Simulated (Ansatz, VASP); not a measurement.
SrTiO3 in VASP and in Ansatz

The input INCAR:

```
ALGO = Normal ; EDIFF = 1E-6
ENCUT = 520 ; GGA = PE
ISIF = 2 ; ISMEAR = -1
LASPH = T ; LCHARG = T
LELF = T ; LREAL = F
LVHAR = T ; LWAVE = F
NBANDS = 28 ; NELM = 60
PREC = Accurate ; SIGMA = 0.05
```

File KPOINTS:

```
k-points
0
Gamma
  7 7 7
```

The input POSCAR:

```
SrTiO3
1.0
    3.9050000000      0.0000000000      0.0000000000
    0.0000000000      3.9050000000      0.0000000000
    0.0000000000      0.0000000000      4.0221500000
Sr Ti O
1 1 3
Direct
    0.0000000000      0.0000000000      0.0000000000
    0.5000000000      0.5000000000      0.5000000000
    0.0000000000      0.5000000000      0.5000000000
    0.5000000000      0.0000000000      0.5000000000
    0.5000000000      0.5000000000      0.0000000000
```

Input for Ansatz:

```yaml
crystal:
  lattice:
    - [3.905, 0.0, 0.0]
    - [0.0, 3.905, 0.0]
    - [0.0, 0.0, 4.02215]
  atoms:
    - { symbol: Sr, position: [0.0, 0.0, 0.0] }
    - { symbol: Ti, position: [0.5, 0.5, 0.5] }
    - { symbol: O, position: [0.0, 0.5, 0.5] }
    - { symbol: O, position: [0.5, 0.0, 0.5] }
    - { symbol: O, position: [0.5, 0.5, 0.0] }
kpoints:
  mp_grid: { grid: [7, 7, 7] }
  band_path:
    path:
      - [0.0, 0.0, 0.0]
      - [0.0, 0.5, 0.0]
      - [0.5, 0.5, 0.0]
      - [0.0, 0.0, 0.0]
      - [0.0, 0.0, 0.5]
      - [0.0, 0.5, 0.5]
      - [0.5, 0.5, 0.5]
      - [0.0, 0.0, 0.5]
      - [0.0, 0.5, 0.0]
    npoints: 5
scf:
  occupations: { method: fermi_dirac, width: 0.05 }
hamiltonian:
  xc: pbe
  pseudopotentials: { kind: all_electron, lapw: { basis_error: 0.001 } }
output:
  forces: true
  stress: true
  eigenvalues: true
```

Change from the starting cell: zz strain of +3 %.

Alike in both runs: task single point; functional PBE; k mesh 7 × 7 × 7; occupations fermi-dirac, width 0.05 eV; no spin polarisation.

|  | VASP | Ansatz |
| --- | --- | --- |
| version | VASP 6.6.1 | Ansatz 0.2.0 |
| potentials or method | VASP PAW PBE potentials, release 64 (Sr_sv, Ti_sv, O), cutoff 520 eV | all-electron LAPW, scalar-relativistic |

VASP gave:

| Quantity | Value |
| --- | --- |
| gap on the k mesh at the Fermi level (eV) | 1.84 |
| pressure (GPa) | -0.1 |
| traceless stress, the component that is largest in VASP (GPa) | -4.02 |

Q: What did Ansatz give for the same quantities?

A: gap on the k mesh at the Fermi level (eV): 1.86; pressure (GPa): -0.7; traceless stress, the component that is largest in VASP (GPa): -3.94.

Ansatz ran all-electron here, and VASP with PAW potentials.
